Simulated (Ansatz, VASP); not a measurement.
One calculation of ZnAu, two programs

Contents of INCAR:

```
SYSTEM = ZnAu
ALGO = Normal ; EDIFF = 1E-6
ENCUT = 520 ; GGA = PE
ISIF = 2 ; ISMEAR = -1
LASPH = .True. ; LCHARG = .False.
LREAL = .False. ; LWAVE = .False.
NBANDS = 18 ; NELM = 100
PREC = Accurate ; SIGMA = 0.05
```

The input KPOINTS:

```
k-points
0
Gamma
  5 5 5
  0 0 0
```

POSCAR

```
ZnAu
1.0
    3.1470000000      0.0000000000      0.0000000000
    0.0000000000      3.1470000000      0.0000000000
    0.0000000000      0.0000000000      3.1470000000
Au Zn
1 1
Direct
    0.0000000000      0.0000000000      0.0000000000
    0.5000000000      0.5000000000      0.5000000000
```

input.yaml

```yaml
crystal:
  lattice:
    - [3.147, 0.0, 0.0]
    - [0.0, 3.147, 0.0]
    - [0.0, 0.0, 3.147]
  atoms:
    - { symbol: Au, position: [0.0, 0.0, 0.0] }
    - { symbol: Zn, position: [0.5, 0.5, 0.5] }
hamiltonian:
  xc: pbe
  pseudopotentials: { kind: paw }
kpoints:
  mp_grid: { grid: [5, 5, 5] }
  band_path:
    path:
      - [[0.0, 0.0, 0.0], [0.0, 0.5, 0.0], [0.5, 0.5, 0.0], [0.0, 0.0, 0.0], [0.5, 0.5, 0.5], [0.0, 0.5, 0.0]]
      - [[0.5, 0.5, 0.0], [0.5, 0.5, 0.5]]
    npoints: 14
scf:
  occupations: { method: fermi_dirac, width: 0.05 }
  n_extra_bands: 6
output:
  forces: true
  stress: true
  eigenvalues: true
  fatbands: false
```

Alike in both runs: functional PBE; k mesh 5 × 5 × 5; occupations fermi-dirac, width 0.05 eV; no spin polarisation.

|  | VASP | Ansatz |
| --- | --- | --- |
| version | VASP 6.6.1 | Ansatz 0.2.0 |
| potentials or method | VASP PAW PBE potentials, release 64 (Au, Zn) | Ansatz PAW |
| plane-wave cutoff (eV) | 520 | 420 |
| valence electrons in the cell | 23 | 31 |
| task | single point | band structure |

|  | VASP | Ansatz | Ansatz less VASP |
| --- | --- | --- | --- |
| gap on the k mesh at the Fermi level (eV) | none | none | - |
| pressure (GPa) | 5.6 | 5.5 | -0.17 |

A gap of «none» marks a metal or a gap that the smearing closes. The functional is the same, so the differences come from potentials, cutoffs and numerics. VASP's potentials hold 23 valence electrons a cell and Ansatz's 31, so a difference there can come from the potentials and not from the codes.

The k mesh is coarse, so the values compare programs but aren't converged. Neither program's run includes spin-orbit coupling.
